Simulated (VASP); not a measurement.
# BN (F-43m) in VASP: a series of runs

BN is run at these levels: LDA; tasks: vibrations by perturbation theory.

All numbers are computed with VASP 6.6.1; they aren't measurements. Logs are shortened: lines on timing, memory, paths and dates and some standing lists are left out, and cuts for length are marked.

**1. The cell of the first run**

The structure is cubic, space group F-43m (No. 216). The conventional cell has a = 3.521 Å, b = 3.521 Å, c = 3.521 Å, α = 90.00°, β = 90.00°, γ = 90.00°. B (site symmetry -43m) has 4 N at 1.52 Å within 2.0 Å. Within 2.0 Å of N (site symmetry -43m) lie 4 B at 1.52 Å.

**2. Vibrations by perturbation theory, LDA**

INCAR reads:

```
SYSTEM = BN
ALGO = Normal
EDIFF = 1E-8
ENCUT = 520
GGA = CA
IBRION = 8
ISIF = 2
ISMEAR = 0
LASPH = .TRUE.
LCHARG = .FALSE.
LEPSILON = .TRUE.
LREAL = .FALSE.
LWAVE = .FALSE.
NBANDS = 11
NELM = 100
NSW = 1
PREC = Accurate
SIGMA = 0.01
```

KPOINTS reads:

```
k-points
0
G
  12 12 12
  0 0 0
```

POSCAR reads:

```
BN
1.0
    0.0000000000      1.7607078128      1.7607078128
    1.7607078128      0.0000000000      1.7607078128
    1.7607078128      1.7607078128      0.0000000000
B N
1 1
Direct
    0.0000000000      0.0000000000      0.0000000000
    0.7500000000      0.7500000000      0.7500000000
```

Potentials or basis: VASP PAW LDA potentials, release 64 (B, N).

Started as:

```
cat potpaw_LDA.64/B/POTCAR potpaw_LDA.64/N/POTCAR > POTCAR
mpirun -np 1 vasp_std > vasp.out
```

OUTCAR:

```text
SYSTEM = BN
   EDIFF = 1E-8
   ENCUT = 520
   GGA = CA
   IBRION = 8
   ISIF = 2
   ISMEAR = 0
   LASPH = .TRUE.
   LEPSILON = .TRUE.
   LREAL = .FALSE.
   NELM = 100
   NSW = 1
   PREC = Accurate

 ion  position               nearest neighbor table
   1  0.000  0.000  0.000-   2 1.52   2 1.52   2 1.52   2 1.52
   2  0.750  0.750  0.750-   1 1.52   1 1.52   1 1.52   1 1.52

  LATTYP: Found a face centered cubic cell.
 ALAT       =     3.5214156256

  Lattice vectors:

 A1 = (   0.0000000000,   1.7607078128,   1.7607078128)
 A2 = (   1.7607078128,   0.0000000000,   1.7607078128)
 A3 = (   1.7607078128,   1.7607078128,   0.0000000000)

Analysis of symmetry for initial positions (statically):
=====================================================================
 Subroutine PRICEL returns:
 Original cell was already a primitive cell.

 Routine SETGRP: Setting up the symmetry group for a
 face centered cubic supercell.

 Subroutine GETGRP returns: Found 24 space group operations
 (whereof 24 operations were pure point group operations)
 out of a pool of 48 trial point group operations.

The static configuration has the point symmetry T_d .

Analysis of symmetry for dynamics (positions and initial velocities):
=====================================================================
 Subroutine PRICEL returns:
 Original cell was already a primitive cell.

 Routine SETGRP: Setting up the symmetry group for a
 face centered cubic supercell.

 Subroutine GETGRP returns: Found 24 space group operations
 (whereof 24 operations were pure point group operations)
 out of a pool of 48 trial point group operations.

The dynamic configuration has the point symmetry T_d .

 Subroutine INISYM returns: Found 24 space group operations
 (whereof 24 operations are pure point group operations),
 and found     1 'primitive' translations

----------------------------------------------------------------------------------------

                                     Primitive cell

  volume of cell :      10.9167

  direct lattice vectors                    reciprocal lattice vectors
     0.000000000  1.760707813  1.760707813    -0.283976703  0.283976703  0.283976703
     1.760707813  0.000000000  1.760707813     0.283976703 -0.283976703  0.283976703
     1.760707813  1.760707813  0.000000000     0.283976703  0.283976703 -0.283976703

  length of vectors
     2.490016868  2.490016868  2.490016868     0.491862078  0.491862078  0.491862078

  position of ions in fractional coordinates (direct lattice)
     0.000000000  0.000000000  0.000000000
     0.750000000  0.750000000  0.750000000

  ion indices of the primitive-cell ions
   primitive index   ion index
                 1           1
                 2           2

----------------------------------------------------------------------------------------

 KPOINTS: k-points

Automatic generation of k-mesh.
 Grid dimensions read from file:
 generate k-points for:   12   12   12

 Generating k-lattice:

  Cartesian coordinates                     Fractional coordinates (reciprocal lattice)
[... 485 lines left out ...]
  ---------------------------------------------------
  ---------------------------------------------------
  free energy    TOTEN  =        -0.11238645 eV

  energy without entropy =       -0.11238645

------------------------ aborting loop because EDIFF is reached ----------------------------------------

--------------------------------------- Ionic step        2  -------------------------------------------

------------------------ aborting loop because EDIFF is reached ----------------------------------------

--------------------------------------- Ionic step        3  -------------------------------------------

------------------------ aborting loop because EDIFF is reached ----------------------------------------

 PIEZOELECTRIC TENSOR FIELD DIRECTION 3  (e Angst)
 -----------------------------------------------------------------------------
    -0.00034  0.70128  0.00000           ( -0.00000  0.00935  0.00000)
     0.70128 -0.00034  0.00000           (  0.00935 -0.00000  0.00000)
     0.00000  0.00000  0.00028           (  0.00000  0.00000 -0.00000)

 PIEZOELECTRIC TENSOR FIELD DIRECTION 3  (C/m^2)
 -----------------------------------------------------------------------------
    -0.00051  1.02922  0.00000
     1.02922 -0.00051  0.00000
     0.00000  0.00000  0.00041

--------------------------------------- Ionic step        4  -------------------------------------------

------------------------ aborting loop because EDIFF is reached ----------------------------------------

[... ionic steps 5 to 6 ...]

--------------------------------------- Ionic step        7  -------------------------------------------

 Free energy of the ion-electron system (eV)
  ---------------------------------------------------
  ---------------------------------------------------
  free energy    TOTEN  =        -0.22818986 eV

  energy without entropy =       -0.22818986

------------------------ aborting loop because EDIFF is reached ----------------------------------------

 INTERNAL STRAIN TENSOR  FOR ION    2  DIRECTION 1   (eV/Angst):
 -----------------------------------------------------------------------------
     0.01278  0.00000  0.00000
     0.00000 -0.00515  5.57636
     0.00000  5.57636 -0.00515

 MACROSCOPIC STATIC DIELECTRIC TENSOR (including local field effects in DFT)
 ------------------------------------------------------
           4.523074    -0.000000    -0.000000
           0.000000     4.523074    -0.000000
          -0.000000     0.000000     4.523074
 ------------------------------------------------------

 PIEZOELECTRIC TENSOR (including local field effects)  for field in x, y, z        (e  Angst)
          XX          YY          ZZ          XY          YZ          ZX
  --------------------------------------------------------------------------------
  x    -0.00000    -0.00000    -0.00000     0.00000     0.70196     0.00000
  y    -0.00000    -0.00000     0.00000     0.00000     0.00000     0.70196
  z    -0.00000    -0.00000    -0.00000     0.70196     0.00000     0.00000

 PIEZOELECTRIC TENSOR (including local field effects)  for field in x, y, z        (C/m^2)
          XX          YY          ZZ          XY          YZ          ZX
  --------------------------------------------------------------------------------
  x    -0.00000    -0.00000    -0.00000     0.00000     1.03023     0.00000
  y    -0.00000    -0.00000     0.00000     0.00000     0.00000     1.03023
  z    -0.00000    -0.00000    -0.00000     1.03023     0.00000     0.00000

 BORN EFFECTIVE CHARGES (including local field effects) (in |e|, cummulative output)
 ---------------------------------------------------------------------------------
 ion    1
    1     1.84890     0.00000    -0.00000
    2     0.00000     1.84890     0.00000
    3    -0.00000     0.00000     1.84890
 ion    2
    1    -1.84890    -0.00000     0.00000
    2     0.00000    -1.84890    -0.00000
    3     0.00000    -0.00000    -1.84890

 INTERNAL STRAIN TENSOR FOR ION    2 for displacements in x,y,z  (eV/Angst):
          X           Y           Z          XY          YZ          ZX
  --------------------------------------------------------------------------------
  x     0.00000    -0.00000    -0.00000     0.00000     5.57636     0.00000
  y     0.00000     0.00000     0.00000     0.00000     0.00000     5.57636
  z    -0.00000    -0.00000     0.00000     5.57636     0.00000     0.00000

 SECOND DERIVATIVES (NOT SYMMETRIZED)
 ------------------------------------
               1X          1Y          1Z          2X          2Y          2Z
  1X   -29.002846    0.000000    0.000000   29.002846    0.000000    0.000000
  1Y     0.000000  -29.002846    0.000000    0.000000   29.002846    0.000000
  1Z     0.000000    0.000000  -29.002846    0.000000    0.000000   29.002846
  2X    29.000138    0.000000    0.000000  -29.000138    0.000000    0.000000
  2Y     0.000000   29.000138    0.000000    0.000000  -29.000138    0.000000
  2Z     0.000000    0.000000   29.000138    0.000000    0.000000  -29.000138

 Eigenvectors and eigenvalues of the dynamical matrix
 ----------------------------------------------------

   1 f  =   34.086360 THz   214.170916 2PiTHz 1136.998582 cm-1   140.969794 meV
             X         Y         Z           dx          dy          dz
      0.000000  0.000000  0.000000     0.000000    0.751203    0.000000
      2.641062  2.641062  2.641062     0.000000   -0.660071    0.000000
[... 21 lines left out ...]
   6 f/i=    0.000789 THz     0.004957 2PiTHz    0.026318 cm-1     0.003263 meV
             X         Y         Z           dx          dy          dz
      0.000000  0.000000  0.000000     0.000000    0.000000   -0.660071
      2.641062  2.641062  2.641062     0.000000    0.000000   -0.751203

--------------------------------------------------------------------------------------------------------

 MACROSCOPIC STATIC DIELECTRIC TENSOR IONIC CONTRIBUTION
 ------------------------------------------------------
           1.953801    -0.000000    -0.000000
          -0.000000     1.953801    -0.000000
          -0.000000    -0.000000     1.953801
 ------------------------------------------------------

 ELASTIC MODULI CONTR FROM IONIC RELAXATION (kBar)
 Direction    XX          YY          ZZ          XY          YZ          ZX
 --------------------------------------------------------------------------------
 XX          -0.0000     -0.0000     -0.0000      0.0000      0.0000     -0.0000
 YY          -0.0000     -0.0000     -0.0000      0.0000      0.0000     -0.0000
 ZZ          -0.0000     -0.0000     -0.0000      0.0000      0.0000     -0.0000
 XY           0.0000      0.0000      0.0000   -152.4611      0.0000      0.0000
 YZ           0.0000      0.0000      0.0000      0.0000   -152.4611      0.0000
 ZX          -0.0000     -0.0000     -0.0000      0.0000      0.0000   -152.4611
 --------------------------------------------------------------------------------

 PIEZOELECTRIC TENSOR IONIC CONTR  for field in x, y, z        (C/m^2)
          XX          YY          ZZ          XY          YZ          ZX
  --------------------------------------------------------------------------------
  x     0.00000     0.00000     0.00000     0.00000    -0.51356     0.00000
  y    -0.00000    -0.00000    -0.00000     0.00000     0.00000    -0.51356
  z     0.00000     0.00000     0.00000    -0.51356     0.00000     0.00000
```

It took 1.8 min on 1 thread of AMD EPYC 9R45 (Zen 5), shared host; peak memory 0.16 GiB.

Results:

- Electronic dielectric tensor (diagonal): 4.52
- Born charges (mean of the diagonal): B +1.85; N -1.85 e
- Highest phonon frequency at Γ, LO-TO splitting left out: 1137 cm⁻¹

Phonon frequencies in cm⁻¹ (negative: imaginary):
```csv
q point,frequencies
"(0.000, 0.000, 0.000)",0 0 0 1137 1137 1137
```

Electronic dielectric tensor:
```
4.52 0.00 0.00
0.00 4.52 0.00
0.00 0.00 4.52
```

Born effective charge tensors (e):
atom 1, B
```
1.85 0.00 0.00
0.00 1.85 0.00
0.00 0.00 1.85
```
atom 2, N
```
-1.85  0.00  0.00
 0.00 -1.85  0.00
 0.00  0.00 -1.85
```

Caveat: the cell wasn't relaxed at this level first, which shifts response properties.

[end of part 1 of 2]
